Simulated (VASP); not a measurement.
# Ge (P6_3/mmc) in VASP: single point with r2SCAN

Aim: the single point of Ge with r2SCAN.

Everything below comes from runs of VASP 6.6.1. Logs are shortened: lines on timing, memory, paths and dates and some standing lists are left out, and cuts for length are marked.

## Step 1: The cell of the first run

The structure is hexagonal, space group P6_3/mmc (No. 194). Conventional cell: a = 3.996 Å, b = 3.996 Å, c = 6.602 Å, α = 90.00°, β = 90.00°, γ = 120.00°. Within 3.2 Å of Ge (site symmetry 3m) lie 4 Ge at 2.45 to 2.47 Å.

## Step 2: Single point, r2SCAN

POSCAR reads:

```
Ge
1.0
    3.9955117651      0.0000000000      0.0000000000
   -1.9977558825      3.4602146897      0.0000000000
    0.0000000000      0.0000000000      6.6016065471
Ge
4
Direct
    0.3333333333      0.6666666667      0.0629739778
    0.6666666667      0.3333333333      0.5629739778
    0.6666666667      0.3333333333      0.9370260222
    0.3333333333      0.6666666667      0.4370260222
```

INCAR.step1 reads:

```
SYSTEM = Ge
ALGO = Normal
EDIFF = 1E-4
ENCUT = 520
GGA = PE
ISMEAR = 0
LASPH = .TRUE.
LCHARG = .FALSE.
LREAL = .FALSE.
LWAVE = .TRUE.
NBANDS = 36
NELM = 60
PREC = Accurate
SIGMA = 0.01
```

INCAR.step2 reads:

```
SYSTEM = Ge
ALGO = Normal
EDIFF = 1E-7
ENCUT = 520
ISIF = 2
ISMEAR = 0
ISTART = 1
LASPH = .TRUE.
LCHARG = .FALSE.
LMIXTAU = .TRUE.
LREAL = .FALSE.
LWAVE = .FALSE.
METAGGA = R2SCAN
NBANDS = 36
NELM = 60
PREC = Accurate
SIGMA = 0.01
```

KPOINTS reads:

```
k-points
0
G
  10 10 6
  0 0 0
```

Potentials or basis: VASP PAW PBE potentials, release 64 (Ge_d).

Run with:

```sh
$ cat potpaw_PBE.64/Ge_d/POTCAR > POTCAR
$ cp INCAR.step1 INCAR
$ mpirun -np 1 vasp_std > vasp.out
$ cp INCAR.step2 INCAR
$ mpirun -np 1 vasp_std > vasp.out
```

OUTCAR:

```text
SYSTEM = Ge
   EDIFF = 1E-7
   ENCUT = 520
   ISIF = 2
   ISMEAR = 0
   ISTART = 1
   LASPH = .TRUE.
   LREAL = .FALSE.
   METAGGA = R2SCAN
   NELM = 60
   PREC = Accurate

 ion  position               nearest neighbor table
   1  0.333  0.667  0.063-   3 2.45   3 2.45   3 2.45   4 2.47
   2  0.667  0.333  0.563-   4 2.45   4 2.45   4 2.45   3 2.47
   3  0.667  0.333  0.937-   1 2.45   1 2.45   1 2.45   2 2.47
   4  0.333  0.667  0.437-   2 2.45   2 2.45   2 2.45   1 2.47

  LATTYP: Found a hexagonal cell.
 ALAT       =     3.9955117651
 C/A-ratio  =     1.6522555645

  Lattice vectors:

 A1 = (   3.9955117651,   0.0000000000,   0.0000000000)
 A2 = (  -1.9977558825,   3.4602146897,   0.0000000000)
 A3 = (   0.0000000000,   0.0000000000,   6.6016065471)

Analysis of symmetry for initial positions (statically):
=====================================================================
 Subroutine PRICEL returns:
 Original cell was already a primitive cell.

 Routine SETGRP: Setting up the symmetry group for a
 hexagonal supercell.

 Subroutine GETGRP returns: Found 24 space group operations
 (whereof 12 operations were pure point group operations)
 out of a pool of 24 trial point group operations.

The static configuration has the point symmetry D_3d.
 The point group associated with its full space group is D_6h.

Analysis of symmetry for dynamics (positions and initial velocities):
=====================================================================
 Subroutine PRICEL returns:
 Original cell was already a primitive cell.

 Routine SETGRP: Setting up the symmetry group for a
 hexagonal supercell.

 Subroutine GETGRP returns: Found 24 space group operations
 (whereof 12 operations were pure point group operations)
 out of a pool of 24 trial point group operations.

The dynamic configuration has the point symmetry D_3d.
 The point group associated with its full space group is D_6h.

 Subroutine INISYM returns: Found 24 space group operations
 (whereof 12 operations are pure point group operations),
 and found     1 'primitive' translations

----------------------------------------------------------------------------------------

                                     Primitive cell

  volume of cell :      91.2694

  direct lattice vectors                    reciprocal lattice vectors
     3.995511765  0.000000000  0.000000000     0.250280830  0.144499704  0.000000000
    -1.997755882  3.460214690  0.000000000     0.000000000  0.288999409  0.000000000
[... 86 lines left out ...]
   LASPH  =      T    aspherical Exc in radial PAW
   ENCUT  =  520.0 eV  38.22 Ry    6.18 a.u.   7.43  7.43 12.27*2*pi/ulx,y,z
   NELM   =     60;   NELMIN=  2; NELMDL=  0     # of ELM steps
   EDIFF  = 0.1E-06   stopping-criterion for ELM
   LREAL  =      F    real-space projection
   EDIFFG = 0.1E-05   stopping-criterion for IOM
   NSW    =      0    number of steps for IOM
   IBRION =     -1    ionic relax: 0-MD 1-quasi-New 2-CG
   NFREE  =      0    steps in history (QN), initial steepest desc. (CG)
   ISIF   =      2    stress and relaxation
   ISYM   =      2    0-nonsym 1-usesym 2-fastsym
   POTIM  = 0.5000    time-step for ionic-motion
   TEBEG  =    0.0;   TEEND  =   0.0 temperature during run
   PSTRESS=    0.0 pullay stress
   NELECT =      56.0000    total number of electrons
   NUPDOWN=      -1.0000    fix difference up-down
   EMIN   =  10.00;   EMAX   =-10.00  energy-range for DOS
   EFERMI =   0.00;   METHOD = LEGACY
   ISMEAR =     0;   SIGMA  =   0.01  broadening in eV -4-tet -1-fermi 0-gaus
   EFERMI_NEDOS =   21; number of points for ismear=-14 and -15
   IALGO  =     38    algorithm
   IMIX   =      4    mixing-type and parameters
     AMIX     =   0.40;   BMIX     =  1.00
     AMIX_MAG =   1.60;   BMIX_MAG =  1.00
  volume/ion in A,a.u.               =      22.82       153.98
  Fermi-wavevector in a.u.,A,eV,Ry     =   1.391113  2.628823 26.329940  1.935196
  Thomas-Fermi vector in A             =   2.514983
   LORBIT       =      0    0 simple, 1 ext, 2 COOP (PROOUT), +10 PAW based schemes
   METAGGA = R2SCAN    functional components
   LHFCALC =     F    Hartree Fock is set to
   AEXX    =    0.0000 exact exchange contribution
   IVDW    =     0    specifies the selected vdW correction
   LEPSILON=     F    determine dielectric tensor
   LRPA    =     F    only Hartree local field effects (RPA)
 non-spin polarized calculation
 Gauss-broadening in eV      SIGMA  =   0.01
  energy-cutoff  :      520.00
  volume of cell :       91.27
 maximum number of plane-waves:      2485
 NGX is ok and might be reduce to    30
   NGX = 15   NGY = 15   NGZ = 25

 number of electron      56.0000055 magnetization

 Free energy of the ion-electron system (eV)
  ---------------------------------------------------
  ext. energy  EPLUGINS =         0.00000000
  ---------------------------------------------------
  free energy    TOTEN  =       -55.41731401 eV

  energy without entropy =      -55.41731401  energy(sigma->0) =      -55.41731401

 E-fermi :   4.9430     XC(G=0): -10.7733

 val. band max:        4.9047465073   @ k =   0.0000   0.0000   0.0000
 cond. band min:       4.9800563313   @ k =   0.0000   0.0000   0.0000
 fundamental gap:      0.0753098240
 Fermi energy:         4.9429750522

 k-point     1 :       0.0000    0.0000    0.0000
  band No.  band energies     occupation
      1     -20.7970      2.00000
      2     -20.7970      2.00000
      3     -20.7571      2.00000
      4     -20.7567      2.00000
      5     -20.7567      2.00000
      6     -20.7443      2.00000
[... 925 lines left out ...]
     35      13.4108      0.00000
     36      13.7246      0.00000

 [... further k-points ...]
[... 5 lines left out ...]
  --------------------------------------------------------------------------------------
  -------------------------------------------------------------------------------------
  Total        0.0307847      0.0307847      0.0554928      0.0000000      0.0000000      0.0000000
  in kB        0.5404062      0.5404062      0.9741420      0.0000000      0.0000000      0.0000000
  external PRESSURE =       0.6849848 kB  Pullay stress =       0.0000000 kB

 VOLUME and BASIS-vectors are now :
 -----------------------------------------------------------------------------
  energy-cutoff  :      520.00
  volume of cell :       91.27
      direct lattice vectors                 reciprocal lattice vectors
     3.995511765  0.000000000  0.000000000     0.250280830  0.144499704  0.000000000
    -1.997755882  3.460214690  0.000000000     0.000000000  0.288999409  0.000000000
     0.000000000  0.000000000  6.601606547     0.000000000  0.000000000  0.151478279

 POSITION                                       TOTAL-FORCE (eV/Angst)
 -----------------------------------------------------------------------------------
     -0.00000      2.30681      0.41573         0.000000      0.000000      0.004161
      1.99776      1.15340      3.71653         0.000000     -0.000000      0.004161
      1.99776      1.15340      6.18588        -0.000000     -0.000000     -0.004161
     -0.00000      2.30681      2.88507        -0.000000      0.000000     -0.004161
 -----------------------------------------------------------------------------------
    total drift:                               -0.000000      0.000000     -0.000000

  FREE ENERGIE OF THE ION-ELECTRON SYSTEM (eV)
  ---------------------------------------------------
  free  energy   TOTEN  =       -55.4173140060 eV

  energy  without entropy=      -55.4173140060  energy(sigma->0) =      -55.41731401
```

OUTCAR.step1:

```text
SYSTEM = Ge
   EDIFF = 1E-4
   ENCUT = 520
   GGA = PE
   ISMEAR = 0
   LASPH = .TRUE.
   LREAL = .FALSE.
   NELM = 60
[... 1166 lines left out ...]
      1.99776      1.15340      3.71653        -0.000000      0.000000      0.008250
      1.99776      1.15340      6.18588        -0.000000      0.000000     -0.008250
     -0.00000      2.30681      2.88507         0.000000     -0.000000     -0.008250
 -----------------------------------------------------------------------------------
    total drift:                               -0.000000      0.000000     -0.000000

  FREE ENERGIE OF THE ION-ELECTRON SYSTEM (eV)
  ---------------------------------------------------
  free  energy   TOTEN  =       -17.9638583215 eV

  energy  without entropy=      -17.9638535694  energy(sigma->0) =      -17.96385595
```

Run time: 10 min. Hardware: 1 thread of Intel Xeon Platinum 8259CL at 2.50GHz (Skylake/Cascade Lake), shared host; peak memory 0.29 GiB.

Results:

```yaml
Free_energy: -55.4173 eV
Pressure: 0.1 GPa
Largest_force: 0.004 eV/Å
Band_gap_on_the_k_mesh: 0.08 eV, direct
```

Forces in eV/Å, atoms in the order of the input:
```
Ge   0.000  0.000  0.004
Ge   0.000  0.000  0.004
Ge   0.000  0.000 -0.004
Ge   0.000  0.000 -0.004
```

Caveat: the PAW data sets were made with another functional, which shifts forces and pressure a little.
